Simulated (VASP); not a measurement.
Write the native input for VASP 6.6.1 that does the following.

```
Task                   : single point
Functional             : PBE
Potentials or basis    : VASP PAW PBE potentials, release 64 (Ni, Sb)
Cutoff                 : 520 eV
k mesh                 : 3 × 3 × 1, shifted
Occupations            : methfessel-paxton, width 0.091 eV
Spin                   : collinear spin, antiferromagnetic start
Starting moments       : [-0.5, 0.5, 0.0, 0.0] μB
Dipole correction      : no
Further INCAR settings : ALGO = Normal; EDIFF = 1e-06; NBANDS = 27; ISYM = 0
```

The structure of NiSb lies in POSCAR:

```
NiSb
1.0
    3.9399999606      0.0000000000      0.0000000000
   -1.9699999803      3.4121400568      0.0000000000
    0.0000000000      0.0000000000      5.1400000000
Ni Sb
2 2
Direct
    0.0000000000      0.0000000000      0.0000000000
    0.0000000000      0.0000000000      0.5000000000
    0.3333333333      0.6666666667      0.2500000000
    0.6666666667      0.3333333333      0.7500000000
```

The input as run:

INCAR

```
PREC = Accurate
ENCUT = 520
EDIFF = 1E-6
ISMEAR = 1
SIGMA = 0.091
LREAL = F
LASPH = T
NELM = 150
ALGO = Normal
ISIF = 2
LWAVE = F
LCHARG = F
ISPIN = 2
MAGMOM = -0.5 0.5 0 0
LORBIT = 11
LMAXMIX = 4
GGA = PE
NBANDS = 27
ISYM = 0
```

KPOINTS

```
Automatic mesh
0
Gamma
  3 3 1
  0.85 0.4 0.3
```

Potentials or basis: VASP PAW PBE potentials, release 64 (Ni, Sb).

Run with:

```bash
$ cat potpaw_PBE.64/Ni/POTCAR potpaw_PBE.64/Sb/POTCAR > POTCAR
$ mpirun -np 1 vasp_std > vasp.out
```

It gave:

```json
{
  "Pressure": "2.2 GPa",
  "Band gap on the k mesh": "zero (filled and empty bands overlap)",
  "Net moment": "0.00 μB per cell",
  "Valence electrons inside the program's atomic spheres": "Ni 9.39; Sb 2.42"
}
```

Caveat: the k points lie up to 1.22 Å⁻¹ apart, too coarse for converged energies and pressures of a metal; spin-orbit coupling is left out, which moves the levels of the heavy elements.

It took 3.9 min on 1 thread of AMD EPYC 9R45 96-Core Processor (Zen 5) (shared host), peak memory 0.39 GiB.
